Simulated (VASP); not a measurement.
Here is a VASP 6.6.1 calculation.

File INCAR:

```
PREC     = Accurate       # precision mode
ENCUT    = 520            # plane-wave cutoff, eV
EDIFF    = 1E-7           # SCF threshold, eV
ISMEAR   = -1             # smearing method
SIGMA    = 0.03           # smearing width, eV
LREAL    = False          # projectors in reciprocal space
LASPH    = True           # aspherical terms in the spheres
NELM     = 60             # most SCF steps
ALGO     = Normal         # electronic algorithm
ISIF     = 2              # what is computed and relaxed
LWAVE    = False          # write WAVECAR
LCHARG   = True           # write CHGCAR
LELF     = True           # ELF
LVHAR    = True         
NBANDS   = 8              # bands
```

Contents of KPOINTS:

```
Automatic mesh
0
Gamma
  17 17 17
```

POSCAR

```
Al
1.0
    0.0000000000      2.0307042354      2.0307042354
    2.0307042354      0.0000000000      2.0307042354
    2.0307042354      2.0307042354      0.0000000000
Al
1
Direct
    0.0000000000      0.0000000000      0.0000000000
```

Potentials or basis: VASP PAW LDA potentials, release 64 (Al).

The run is started by

```console
$ cat potpaw_LDA.64/Al/POTCAR > POTCAR
$ mpirun -np 1 vasp_std > vasp.out
```

(1) What does it give for the pressure?

(2) Estimate the band gap on the k mesh.

Results:

(1) -4.2 GPa.

(2) zero (an odd number of electrons rules out a gap without spin polarisation).

Caveat: the cell stands under tension.
